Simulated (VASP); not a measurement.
# Na (P6_3/mmc) in VASP: settings compared

The runs below take Na through single point, with LDA, r2SCAN.

All numbers are computed with VASP 6.6.1; they aren't measurements. Logs are shortened: lines on timing, memory, paths and dates and some standing lists are left out, and cuts for length are marked.

**1. The cell of the first run**

Symmetry: P6_3/mmc, No. 194, hexagonal system. The conventional cell has a = 3.767 Å, b = 3.767 Å, c = 6.154 Å, α = 90.00°, β = 90.00°, γ = 120.00°. Na (site symmetry -6m2) has 12 Na at 3.77 Å within 4.9 Å.

**2. Single point, LDA**

INCAR

```
PREC     = Accurate       # precision mode
ENCUT    = 520            # plane-wave cutoff, eV
EDIFF    = 1E-7           # SCF threshold, eV
ISMEAR   = -1             # smearing method
SIGMA    = 0.05           # smearing width, eV
LREAL    = F              # projectors in reciprocal space
LASPH    = T              # aspherical terms in the spheres
NELM     = 60             # most SCF steps
ALGO     = Normal         # electronic algorithm
ISIF     = 2              # what is computed and relaxed
LWAVE    = F              # write WAVECAR
LCHARG   = T              # write CHGCAR
LELF     = T              # ELF
LVHAR    = T            
NBANDS   = 14             # bands
```

KPOINTS

```
regular mesh
0
Gamma
  8 8 5
```

POSCAR

```
Na
1.0
    3.7670000000      0.0000000000      0.0000000000
   -1.8835000000      3.2623176961      0.0000000000
    0.0000000000      0.0000000000      6.1540000000
Na
2
Direct
    0.6666666667      0.3333333333      0.7500000000
    0.3333333333      0.6666666667      0.2500000000
```

Potentials or basis: VASP PAW LDA potentials, release 64 (Na_pv).

On the command line:

```
cat potpaw_LDA.64/Na_pv/POTCAR > POTCAR
mpirun -np 1 vasp_std > vasp.out
```

OUTCAR:

```text
PREC = Accurate
   ENCUT = 520
   EDIFF = 1E-7
   ISMEAR = -1
   LREAL = F
   LASPH = T
   NELM = 60
   ISIF = 2

 ion  position               nearest neighbor table
   1  0.667  0.333  0.750-
   2  0.333  0.667  0.250-

  LATTYP: Found a hexagonal cell.
 ALAT       =     3.7670000000
 C/A-ratio  =     1.6336607380

  Lattice vectors:

 A1 = (   3.7670000000,   0.0000000000,   0.0000000000)
 A2 = (  -1.8835000000,   3.2623176961,   0.0000000000)
 A3 = (   0.0000000000,   0.0000000000,   6.1540000000)

Analysis of symmetry for initial positions (statically):
=====================================================================
 Subroutine PRICEL returns:
 Original cell was already a primitive cell.

 Routine SETGRP: Setting up the symmetry group for a
 hexagonal supercell.

 Subroutine GETGRP returns: Found 24 space group operations
 (whereof 12 operations were pure point group operations)
 out of a pool of 24 trial point group operations.

The static configuration has the point symmetry D_3d.
 The point group associated with its full space group is D_6h.

Analysis of symmetry for dynamics (positions and initial velocities):
=====================================================================
 Subroutine PRICEL returns:
 Original cell was already a primitive cell.

 Routine SETGRP: Setting up the symmetry group for a
 hexagonal supercell.

 Subroutine GETGRP returns: Found 24 space group operations
 (whereof 12 operations were pure point group operations)
 out of a pool of 24 trial point group operations.

The dynamic configuration has the point symmetry D_3d.
 The point group associated with its full space group is D_6h.

 Subroutine INISYM returns: Found 24 space group operations
 (whereof 12 operations are pure point group operations),
 and found     1 'primitive' translations

----------------------------------------------------------------------------------------

                                     Primitive cell

  volume of cell :      75.6274

  direct lattice vectors                    reciprocal lattice vectors
     3.767000000  0.000000000  0.000000000     0.265463233  0.153265269  0.000000000
    -1.883500000  3.262317696  0.000000000     0.000000000  0.306530538  0.000000000
     0.000000000  0.000000000  6.154000000     0.000000000  0.000000000  0.162495938

  length of vectors
     3.767000000  3.767000000  6.154000000     0.306530538  0.306530538  0.162495938

  position of ions in fractional coordinates (direct lattice)
     0.666666667  0.333333333  0.750000000
     0.333333333  0.666666667  0.250000000

[... 81 lines left out ...]
   NFREE  =      0    steps in history (QN), initial steepest desc. (CG)
   ISIF   =      2    stress and relaxation
   ISYM   =      2    0-nonsym 1-usesym 2-fastsym
   POTIM  = 0.5000    time-step for ionic-motion
   TEBEG  =    0.0;   TEEND  =   0.0 temperature during run
   PSTRESS=    0.0 pullay stress
   NELECT =      14.0000    total number of electrons
   NUPDOWN=      -1.0000    fix difference up-down
   EMIN   =  10.00;   EMAX   =-10.00  energy-range for DOS
   EFERMI =   0.00;   METHOD = LEGACY
   ISMEAR =    -1;   SIGMA  =   0.05  broadening in eV -4-tet -1-fermi 0-gaus
   EFERMI_NEDOS =   21; number of points for ismear=-14 and -15
   IALGO  =     38    algorithm
   IMIX   =      4    mixing-type and parameters
     AMIX     =   0.40;   BMIX     =  1.00
     AMIX_MAG =   1.60;   BMIX_MAG =  1.00
  volume/ion in A,a.u.               =      37.81       255.18
  Fermi-wavevector in a.u.,A,eV,Ry     =   0.933020  1.763153 11.844235  0.870527
  Thomas-Fermi vector in A             =   2.059678
   LORBIT       =      0    0 simple, 1 ext, 2 COOP (PROOUT), +10 PAW based schemes
   GGA     = CA    functional components
   LHFCALC =     F    Hartree Fock is set to
   AEXX    =    0.0000 exact exchange contribution
   IVDW    =     0    specifies the selected vdW correction
   LEPSILON=     F    determine dielectric tensor
   LRPA    =     F    only Hartree local field effects (RPA)
 non-spin polarized calculation
  energy-cutoff  :      520.00
  volume of cell :       75.63
 maximum number of plane-waves:      2059
 NGX is ok and might be reduce to    28
   NGX = 13   NGY = 13   NGZ = 23

 number of electron      14.0000012 magnetization

 Free energy of the ion-electron system (eV)
  ---------------------------------------------------
  ext. energy  EPLUGINS =         0.00000000
  ---------------------------------------------------
  free energy    TOTEN  =        -2.88173956 eV

  energy without entropy =       -2.87510657  energy(sigma->0) =       -2.87842307

 E-fermi :   0.0579     XC(G=0):  -6.6720

 val. band max:       -0.0923101194   @ k =   0.3750   0.1250   0.2000
 cond. band min:       0.0779480842   @ k =   0.1250   0.1250   0.2000
 fundamental gap:      0.1702582036
 Fermi energy:         0.0579459682

 k-point     1 :       0.0000    0.0000    0.0000
  band No.  band energies     occupation
      1     -24.8830      2.00000
      2     -24.8545      2.00000
      3     -24.8545      2.00000
      4     -24.8499      2.00000
      5     -24.8498      2.00000
      6     -24.8498      2.00000
      7      -3.1362      2.00000
      8       0.6835      0.00001
      9       0.9968      0.00000
     10       9.9470      0.00000
     11       9.9470      0.00000
     12      10.2160      0.00000
     13      10.2160      0.00000
     14      10.4789      0.00000
[... 377 lines left out ...]
      1     -24.8792      2.00000
      2     -24.8770      2.00000
      3     -24.8613      2.00000
      4     -24.8585      2.00000
      5     -24.8572      2.00000
      6     -24.8563      2.00000
      7      -0.4906      1.99997
      8       0.2835      0.02172
      9       2.9444      0.00000
     10       3.6869      0.00000
     11       6.2825      0.00000
     12       7.8130      0.00000
     13       7.8795      0.00000
     14       8.4876      0.00000

 [... further k-points ...]
[... 5 lines left out ...]
  --------------------------------------------------------------------------------------
  -------------------------------------------------------------------------------------
  Total       -0.3917453     -0.3917453     -0.5074287      0.0000000      0.0000000      0.0000000
  in kB       -8.2991770     -8.2991770    -10.7499442      0.0000000      0.0000000      0.0000000
  external PRESSURE =      -9.1160994 kB  Pullay stress =       0.0000000 kB

 VOLUME and BASIS-vectors are now :
 -----------------------------------------------------------------------------
  energy-cutoff  :      520.00
  volume of cell :       75.63
      direct lattice vectors                 reciprocal lattice vectors
     3.767000000  0.000000000  0.000000000     0.265463233  0.153265269  0.000000000
    -1.883500000  3.262317696  0.000000000     0.000000000  0.306530538  0.000000000
     0.000000000  0.000000000  6.154000000     0.000000000  0.000000000  0.162495938

 POSITION                                       TOTAL-FORCE (eV/Angst)
 -----------------------------------------------------------------------------------
      1.88350      1.08744      4.61550         0.000000     -0.000000      0.000000
     -0.00000      2.17488      1.53850        -0.000000      0.000000      0.000000
 -----------------------------------------------------------------------------------
    total drift:                                0.000000     -0.000000      0.000000

  FREE ENERGIE OF THE ION-ELECTRON SYSTEM (eV)
  ---------------------------------------------------
  free  energy   TOTEN  =        -2.8817395597 eV

  energy  without entropy=       -2.8751065733  energy(sigma->0) =       -2.87842307
```

OSZICAR:

```text
N       E                     dE             d eps       ncg     rms          rms(c)
DAV:   1     0.973899691791E+02    0.97390E+02   -0.75240E+03   840   0.939E+02
DAV:   2     0.716748993624E+00   -0.96673E+02   -0.95759E+02   894   0.270E+02
DAV:   3    -0.283502526102E+01   -0.35518E+01   -0.35494E+01  1074   0.594E+01
DAV:   4    -0.288344615574E+01   -0.48421E-01   -0.48420E-01   942   0.743E+00
DAV:   5    -0.288453069923E+01   -0.10845E-02   -0.10845E-02  1044   0.113E+00    0.272E-01
DAV:   6    -0.288272578493E+01    0.18049E-02   -0.13921E-03  1034   0.509E-01    0.180E-01
DAV:   7    -0.288176930555E+01    0.95648E-03   -0.20639E-03  1028   0.520E-01    0.295E-02
DAV:   8    -0.288173899921E+01    0.30306E-04   -0.23499E-04  1086   0.259E-01    0.467E-03
DAV:   9    -0.288173953710E+01   -0.53789E-06   -0.49159E-06  1020   0.339E-02    0.201E-03
DAV:  10    -0.288173955971E+01   -0.22610E-07   -0.75569E-07  1032   0.140E-02
   1 F= -.28817396E+01 E0= -.28784231E+01  d E =-.663299E-02
```

Run time: 14 s. Hardware: 1 thread of Intel Xeon Platinum 8375C at 2.90GHz (Ice Lake), shared host; peak memory 0.16 GiB.

Results:

```yaml
Free_energy: -2.8817 eV
Pressure: -0.9 GPa
Band_gap_on_the_k_mesh: zero (band 7 reaches 1.56 eV, above the bottom of band 8 at -1.68 eV)
```

Stress tensor (GPa, compression positive):
```
-0.83  0.00  0.00
 0.00 -0.83  0.00
 0.00  0.00 -1.07
```

**3. Single point, LDA**

This run uses another cell than the first one, of 38.57 Å³/atom, 1.020 times its volume.

INCAR

```
SYSTEM = Na
  ALGO = Normal
  EDIFF = 1E-7
  ENCUT = 520
  ISIF = 2
  ISMEAR = -1
  LASPH = .True.
  LCHARG = .True.
  LELF = .True.
  LREAL = .False.
  LVHAR = .True.
  LWAVE = .False.
  NBANDS = 14
  NELM = 100
  PREC = Accurate
  SIGMA = 0.05
```

KPOINTS

```
k-points
0
Gamma
  8 8 5
  0 0 0
```

POSCAR

```
Na
1.0
    3.7919477469      0.0000000000      0.0000000000
   -1.8959738735      3.2839230787      0.0000000000
    0.0000000000      0.0000000000      6.1947561546
Na
2
Direct
    0.6666666667      0.3333333333      0.7500000000
    0.3333333333      0.6666666667      0.2500000000
```

Potentials or basis: VASP PAW LDA potentials, release 64 (Na_pv).

On the command line:

```
cat potpaw_LDA.64/Na_pv/POTCAR > POTCAR
mpirun -np 1 vasp_std > vasp.out
```

Wall time 15 s (1 thread of Intel Xeon Platinum 8375C at 2.90GHz (Ice Lake), shared host); peak memory 0.16 GiB.

Results (log left out):

```
Free energy            : -2.8727 eV
Pressure               : -1.0 GPa
Band gap on the k mesh : zero (band 7 reaches 1.49 eV, above the bottom of band 8 at -1.71 eV)
```

Stress tensor (GPa, compression positive):
```
-0.94  0.00  0.00
 0.00 -0.94  0.00
 0.00  0.00 -1.18
```

Levels at points of the mesh, in eV from the Fermi level:
```
           k point  band 3  band 4  band 5  band 6  band 7  band 8  band 9  band 10  band 11  band 12
(0.00, 0.00, 0.00)  -24.93  -24.92  -24.92  -24.92   -3.15    0.62    0.92     9.78     9.78    10.03
(0.50, 0.00, 0.00)  -24.94  -24.94  -24.93  -24.93    0.31    0.36    3.82     3.89     4.23     4.48
```

**4. Single point, LDA**

This run uses another cell than the first one, of 39.33 Å³/atom, 1.040 times its volume.

INCAR

```
ALGO = Fast ; EDIFF = 1E-7
ENCUT = 520 ; GGA = CA
ISIF = 2 ; ISMEAR = -1
LASPH = T ; LCHARG = F
LREAL = F ; LWAVE = F
NBANDS = 14 ; NELM = 100
PREC = Accurate ; SIGMA = 0.05
```

KPOINTS

```
k-points
0
Gamma
  8 8 5
```

POSCAR

```
Na
1.0
    3.8165714742      0.0000000000      0.0000000000
   -1.9082857371      3.3052478521      0.0000000000
    0.0000000000      0.0000000000      6.2349829711
Na
2
Direct
    0.6666666667      0.3333333333      0.7500000000
    0.3333333333      0.6666666667      0.2500000000
```

On the command line:

```
cat potpaw_LDA.64/Na_pv/POTCAR > POTCAR
mpirun -np 1 vasp_std > vasp.out
```

It took 22 s on 1 thread of Intel Xeon Platinum 8375C at 2.90GHz (Ice Lake), shared host; peak memory 0.16 GiB.

It converged, with:

| Property | Result |
| --- | --- |
| Free energy | -2.8628 eV |
| Pressure | -1.1 GPa |
| Band gap on the k mesh | zero (band 7 reaches 1.43 eV, above the bottom of band 8 at -1.74 eV) |

Stress tensor (GPa, compression positive):
```
-1.02  0.00  0.00
 0.00 -1.02  0.00
 0.00  0.00 -1.25
```

Levels at points of the mesh, in eV from the Fermi level:
```tsv
k point	band 4	band 5	band 6	band 7	band 8	band 9	band 10	band 11
(0.00, 0.00, 0.00)	-24.94	-24.94	-24.94	-3.11	0.62	0.90	9.68	9.68
(0.50, 0.00, 0.00)	-24.95	-24.95	-24.95	0.31	0.35	3.78	3.86	4.17
```

**5. Single point, r2SCAN**

This run uses another cell than the first one, of 35.54 Å³/atom, 0.940 times its volume.

POSCAR

```
Na
1.0
    3.6901008715      0.0000000000      0.0000000000
   -1.8450504358      3.1957210973      0.0000000000
    0.0000000000      0.0000000000      6.0283729130
Na
2
Direct
    0.6666666667      0.3333333333      0.7500000000
    0.3333333333      0.6666666667      0.2500000000
```

INCAR.step1

```
SYSTEM = Na
ALGO = Normal
EDIFF = 1E-4
ENCUT = 520
GGA = PE
ISMEAR = -1
LASPH = .True.
LCHARG = .False.
LREAL = .False.
LWAVE = .True.
NBANDS = 14
NELM = 80
PREC = Accurate
SIGMA = 0.05
```

INCAR.step2

```
SYSTEM = Na
ALGO = Normal
EDIFF = 1E-7
ENCUT = 520
ISIF = 2
ISMEAR = -1
ISTART = 1
LASPH = .True.
LCHARG = .True.
LELF = .True.
LMIXTAU = .True.
LREAL = .False.
LVHAR = .True.
LWAVE = .False.
METAGGA = R2SCAN
NBANDS = 14
NELM = 80
PREC = Accurate
SIGMA = 0.05
```

KPOINTS

```
k-points
0
Gamma
  8 8 5
  0 0 0
```

Potentials or basis: VASP PAW PBE potentials, release 64 (Na_pv).

On the command line:

```
cat potpaw_PBE.64/Na_pv/POTCAR > POTCAR
cp INCAR.step1 INCAR
mpirun -np 1 vasp_std > vasp.out
cp INCAR.step2 INCAR
mpirun -np 1 vasp_std > vasp.out
```

It took 82 s on 1 thread of Intel Xeon Platinum 8375C at 2.90GHz (Ice Lake), shared host; peak memory 0.19 GiB.

The run converged. Its results:

* Free energy: -7.1005 eV
* Pressure: 0.5 GPa
* Band gap on the k mesh: zero (band 7 reaches 1.97 eV, above the bottom of band 8 at -1.49 eV)

Stress tensor (GPa, compression positive):
```
0.62 0.00 0.00
0.00 0.62 0.00
0.00 0.00 0.28
```

Levels at points of the mesh, in eV from the Fermi level:
```tsv
k point	band 4	band 5	band 6	band 7	band 8	band 9	band 10	band 11
(0.00, 0.00, 0.00)	-25.92	-25.92	-25.92	-3.53	0.55	1.26	10.93	10.93
(0.50, 0.00, 0.00)	-25.94	-25.93	-25.93	0.24	0.53	4.13	4.29	4.96
```

Caveat: the PAW data sets were made with another functional, which shifts forces and pressure a little.

**6. Single point, r2SCAN**

This run uses another cell than the first one, of 36.30 Å³/atom, 0.960 times its volume.

POSCAR

```
Na
1.0
    3.7160883536      0.0000000000      0.0000000000
   -1.8580441768      3.2182269170      0.0000000000
    0.0000000000      0.0000000000      6.0708276422
Na
2
Direct
    0.6666666667      0.3333333333      0.7500000000
    0.3333333333      0.6666666667      0.2500000000
```

INCAR.step1

```
PREC = Accurate ; ENCUT = 520
ISMEAR = -1 ; SIGMA = 0.05
LREAL = F ; LASPH = T
NELM = 60 ; NBANDS = 14
GGA = PE ; ALGO = Normal
EDIFF = 1E-4 ; LWAVE = T
LCHARG = F
```

INCAR.step2

```
PREC = Accurate ; ENCUT = 520
EDIFF = 1E-6 ; ISMEAR = -1
SIGMA = 0.05 ; LREAL = F
LASPH = T ; NELM = 60
ALGO = Normal ; ISIF = 2
LWAVE = F ; LCHARG = T
METAGGA = R2SCAN ; LMIXTAU = T
LELF = T ; LVHAR = T
NBANDS = 14 ; ISTART = 1
```

KPOINTS

```
Automatic mesh
0
Gamma
  8 8 5
```

Potentials or basis: VASP PAW PBE potentials, release 64 (Na_pv).

On the command line:

```
cat potpaw_PBE.64/Na_pv/POTCAR > POTCAR
cp INCAR.step1 INCAR
mpirun -np 1 vasp_std > vasp.out
cp INCAR.step2 INCAR
mpirun -np 1 vasp_std > vasp.out
```

Wall time 64 s (1 thread of Intel Xeon Platinum 8375C at 2.90GHz (Ice Lake), shared host); peak memory 0.19 GiB.

The run converged. Its results:

```yaml
Free_energy: -7.1039 eV
Pressure: 0.3 GPa
Band_gap_on_the_k_mesh: zero (band 7 reaches 1.90 eV, above the bottom of band 8 at -1.53 eV)
```

Stress tensor (GPa, compression positive):
```
0.41 0.00 0.00
0.00 0.41 0.00
0.00 0.00 0.09
```

Levels at points of the mesh, in eV from the Fermi level:
| k point | band 5 | band 6 | band 7 | band 8 | band 9 | band 10 |
| --- | --- | --- | --- | --- | --- | --- |
| (0.00, 0.00, 0.00) | -25.94 | -25.94 | -3.49 | 0.55 | 1.24 | 10.81 |
| (0.50, 0.00, 0.00) | -25.95 | -25.95 | 0.24 | 0.51 | 4.10 | 4.24 |

Caveat: the PAW data sets were made with another functional, which shifts forces and pressure a little.

**7. The runs side by side**

| level | potentials or basis | cell | gap on the mesh (eV) | pressure (GPa) |
| --- | --- | --- | --- | --- |
| LDA | VASP PAW LDA potentials, release 64 (Na_pv) | a = 3.767, b = 3.767, c = 6.154 Å, angles 90.0, 90.0, 120.0°, 2 atoms | none | -0.9 |
| LDA | VASP PAW LDA potentials, release 64 (Na_pv) | a = 3.792, b = 3.792, c = 6.195 Å, angles 90.0, 90.0, 120.0°, 2 atoms | none | -1.0 |
| LDA | VASP PAW LDA potentials, release 64 (Na_pv) | a = 3.817, b = 3.817, c = 6.235 Å, angles 90.0, 90.0, 120.0°, 2 atoms | none | -1.1 |
| r2SCAN | VASP PAW PBE potentials, release 64 (Na_pv) | a = 3.690, b = 3.690, c = 6.028 Å, angles 90.0, 90.0, 120.0°, 2 atoms | none | 0.5 |
| r2SCAN | VASP PAW PBE potentials, release 64 (Na_pv) | a = 3.716, b = 3.716, c = 6.071 Å, angles 90.0, 90.0, 120.0°, 2 atoms | none | 0.3 |

Alike in all rows: task single point; no spin polarisation; k mesh 8 × 8 × 5; cutoff (eV) 520; smearing fermi-dirac 0.05 eV.

Caveats: the PAW data sets were made with another functional, which shifts forces and pressure a little (some runs).

Total energies depend on the potentials used, so only differences within one code and one set of settings carry meaning.
